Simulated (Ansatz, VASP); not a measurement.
# One calculation of Ga, two programs

Contents of POSCAR:

```
Ga
1.0
    1.4304030031     -4.0100608329      0.0000000000
    1.4304030031      4.0100608329      0.0000000000
    0.0000000000      0.0000000000      3.1271569103
Ga
2
Direct
    0.1330000000      0.8670000000      0.7500000000
    0.8670000000      0.1330000000      0.2500000000
```

File INCAR.step1:

```
SYSTEM = Ga
PREC = Accurate
ENCUT = 520
ISMEAR = -1
SIGMA = 0.05
LREAL = .FALSE.
LASPH = .TRUE.
NELM = 60
NBANDS = 20
GGA = PE
ALGO = Normal
EDIFF = 1E-4
LWAVE = .TRUE.
LCHARG = .FALSE.
```

INCAR.step2

```
SYSTEM = Ga
PREC = Accurate
ENCUT = 520
EDIFF = 1E-6
ISMEAR = -1
SIGMA = 0.05
LREAL = .FALSE.
LASPH = .TRUE.
NELM = 60
ALGO = Normal
ISIF = 2
LWAVE = .FALSE.
LCHARG = .TRUE.
METAGGA = R2SCAN
LMIXTAU = .TRUE.
LELF = .TRUE.
LVHAR = .TRUE.
NBANDS = 20
ISTART = 1
```

The input KPOINTS:

```
Automatic mesh
0
G
  10 10 8
  0 0 0
```

input.yaml

```yaml
crystal:
  lattice:
    - [1.4304030031, -4.0100608329, 0.0]
    - [1.4304030031, 4.0100608329, 0.0]
    - [0.0, 0.0, 3.1271569103]
  atoms:
    - { symbol: Ga, position: [0.133, 0.867, 0.75] }
    - { symbol: Ga, position: [0.867, 0.133, 0.25] }
hamiltonian:
  xc: r2scan
  pseudopotentials: { kind: paw }
kpoints:
  mp_grid: { grid: [10, 10, 8] }
scf:
  occupations: { method: fermi_dirac, width: 0.05 }
output:
  forces: true
  stress: true
  eigenvalues: true
```

Alike in both runs: task single point; functional r2SCAN; k mesh 10 × 10 × 8; occupations fermi-dirac, width 0.05 eV; no spin polarisation.

|  | VASP | Ansatz |
| --- | --- | --- |
| version | VASP 6.6.1 | Ansatz 0.2.0 |
| potentials or method | VASP PAW PBE potentials, release 64 (Ga_d) | Ansatz PAW |
| plane-wave cutoff (eV) | 520 | 500 |
| valence electrons in the cell | 26 | 26 |

VASP gave:

| Quantity | Value |
| --- | --- |
| gap on the k mesh at the Fermi level (eV) | none |
| pressure (GPa) | 0.7 |
| traceless stress, the component that is largest in VASP (GPa) | -2.08 |
| rms of the force components (eV/Å) | 0.154 |

Q: What did Ansatz give for the same quantities?

A: gap on the k mesh at the Fermi level (eV): none; pressure (GPa): 0.7; traceless stress, the component that is largest in VASP (GPa): -2.06; rms of the force components (eV/Å): 0.150.

VASP's potentials were made for PBE, not for r2SCAN. Atom by atom the forces differ by 0.003 eV/Å (rms over components). A gap of «none» marks a metal or a gap that the smearing closes.
